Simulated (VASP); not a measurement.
Runs of VASP 6.6.1 on Zr. The structure is that of space group P6_3/mmc (No. 194), or close to it. The cells are those of the table. 

```csv
cell,k mesh,gap on the mesh (eV),pressure (GPa)
"a = 3.168, b = 3.168, c = 10.412 Å, angles 90.0, 90.0, 120.0°, 4 atoms",13 × 13 × 4,none,(b)
"a = 3.127, b = 3.127, c = 10.277 Å, angles 90.0, 90.0, 120.0°, 4 atoms",13 × 13 × 4,none,0.2
"a = 3.127, b = 3.127, c = 10.277 Å, angles 90.0, 90.0, 120.0°, 4 atoms",11 × 11 × 3,none,0.1
"a = 2.996, b = 2.996, c = 9.848 Å, angles 90.0, 90.0, 120.0°, 4 atoms",13 × 13 × 4,none,(a)
"a = 3.041, b = 3.041, c = 9.995 Å, angles 90.0, 90.0, 120.0°, 4 atoms",13 × 13 × 4,none,9.8
"a = 3.084, b = 3.084, c = 10.138 Å, angles 90.0, 90.0, 120.0°, 4 atoms",13 × 13 × 4,none,4.6
```

Alike in all rows: task single point; level LDA; potentials or basis VASP PAW LDA potentials, release 64 (Zr_sv); no spin polarisation; cutoff (eV) 520; smearing fermi-dirac 0.1 eV.

Estimate the missing entries.

(a) 16.1; (b) -3.6.

Caveats: the cell stands under pressure (at least some runs); the cell stands under tension (at least some runs).

A k mesh can miss the band edges, and the runs leave out spin-orbit coupling on Zr.

A gap of «none» marks levels without a gap at the run's occupations.
